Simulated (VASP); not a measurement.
A run of VASP 6.6.1:

Contents of INCAR:

```
SYSTEM = Sr
PREC = Accurate ; ENCUT = 520
EDIFF = 1E-7 ; ISMEAR = 0
SIGMA = 0.1 ; LREAL = .FALSE.
LASPH = .TRUE. ; NELM = 80
ALGO = Normal ; ISIF = 2
LWAVE = .FALSE. ; LCHARG = .TRUE.
GGA = PE ; LELF = .TRUE.
LVHAR = .TRUE. ; NBANDS = 11
```

KPOINTS

```
regular mesh
0
G
  14 14 14
  0 0 0
```

POSCAR

```
Sr
1.0
   -2.3787412753      2.3787412753      2.3787412753
    2.3787412753     -2.3787412753      2.3787412753
    2.3787412753      2.3787412753     -2.3787412753
Sr
1
Direct
    0.0000000000      0.0000000000      0.0000000000
```

Potentials or basis: VASP PAW PBE potentials, release 64 (Sr_sv).

Run with:

```sh
$ cat potpaw_PBE.64/Sr_sv/POTCAR > POTCAR
$ mpirun -np 1 vasp_std > vasp.out
```

Hardware: 1 thread of Intel(R) Xeon(R) Platinum 8375C CPU @ 2.90GHz (Ice Lake), with other jobs on the host.

Q: Estimate the wall time of this run.

A: It took 24 s on 1 thread of Intel(R) Xeon(R) Platinum 8375C CPU @ 2.90GHz (Ice Lake), with other jobs on the host, peak memory 0.21 GiB. Counts: scf iterations 12, k points 104.
